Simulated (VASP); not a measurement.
## CsBa3: relaxation of the atoms with PBE

The system is CsBa3.

```
Ba Cs
1.0
     0.00000    5.27350    5.22128
     5.27350    0.00000    5.22128
     5.27350    5.27350    0.00000
Ba Cs
3 1
Direct
  0.50000 0.50000 0.50000
  0.75000 0.75000 0.75000
  0.25000 0.25000 0.25000
  0.00000 0.00000 0.00000
```

* Program: VASP 6.6.1
* Task: relaxation of the atoms
* Functional: PBE
* Potentials or basis: VASP PAW PBE potentials, release 64 (Ba_sv, Cs_sv)
* Cutoff: 520 eV
* k mesh: 4 × 4 × 4
* Occupations: fermi-dirac, width 0.05 eV
* Spin: no spin polarisation
* Dipole correction: no
* Further INCAR settings: ALGO = Fast; EDIFF = 1e-06; IBRION = 2; EDIFFG = -0.01; NSW = 60

```yaml
Pressure_after_relaxing: 0.0 GPa
Band_gap_on_the_k_mesh: zero (an odd number of electrons rules out a gap without spin polarisation)
```

Final structure:
```xyz
4
Lattice="0.0000 5.2735 5.2213 5.2735 0.0000 5.2213 5.2735 5.2735 0.0000" Properties=species:S:1:pos:R:3 pbc="T T T"
Ba    5.2735    5.2735    5.2213
Ba    7.9102    7.9102    7.8319
Ba    2.6367    2.6367    2.6106
Cs    0.0000    0.0000    0.0000
```

Levels at points of the mesh, in eV from the Fermi level:
```csv
k point,band 16,band 17,band 18,band 19,band 20,band 21,band 22,band 23
"(0.00, 0.00, 0.00)",-9.69,-2.47,-0.25,-0.23,0.57,0.58,0.59,0.59
"(0.50, 0.00, 0.00)",-9.69,-1.27,-1.02,0.35,0.36,0.41,0.44,0.48
"(0.50, 0.50, 0.00)",-9.69,-0.86,-0.83,-0.72,-0.41,0.70,0.82,0.85
"(0.50, 0.00, 0.50)",-9.69,-0.87,-0.86,-0.71,-0.42,0.68,0.76,0.77
```

Run time: 5 min on 1 thread of Intel(R) Xeon(R) Platinum 8259CL CPU @ 2.50GHz (Skylake/Cascade Lake), on a shared host, peak memory 0.44 GiB.

Caveat: spin-orbit coupling is left out, which moves the levels of the heavy elements.
